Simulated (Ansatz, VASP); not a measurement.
# Ag: VASP beside Ansatz

```
CELL_PARAMETERS angstrom
0.00000 2.14526 2.14526
2.14526 0.00000 2.14526
2.14526 2.14526 0.00000
ATOMIC_POSITIONS crystal
Ag 0.00000 0.00000 0.00000
```

Change from the starting cell: strain +0.050 along x and y, +0.050 along z, atoms carried along.

Alike in both runs: task single point; functional PBEsol; k mesh 20 × 20 × 20; occupations gaussian, width 0.15 eV; no spin polarisation.

|  | VASP | Ansatz |
| --- | --- | --- |
| version | VASP 6.6.1 | Ansatz 0.2.0 |
| potentials or method | VASP PAW PBE potentials, release 64 (Ag), cutoff 520 eV | scalar-relativistic, plane waves, PAW |
| valence electrons in the cell | 11 | 19 |

```tsv
	VASP	Ansatz	Ansatz less VASP
gap on the k mesh at the Fermi level (eV)	none	none	-
pressure (GPa)	-12.5	-12.4	+0.05
```

VASP's potentials were made for PBE, not for PBEsol. A gap of «none» marks a metal or a gap that the smearing closes. With one functional, cell and mesh, what is left measures potentials, basis and numerics. VASP's potentials hold 11 valence electrons a cell and Ansatz's 19, so a difference there can come from the potentials and not from the codes.
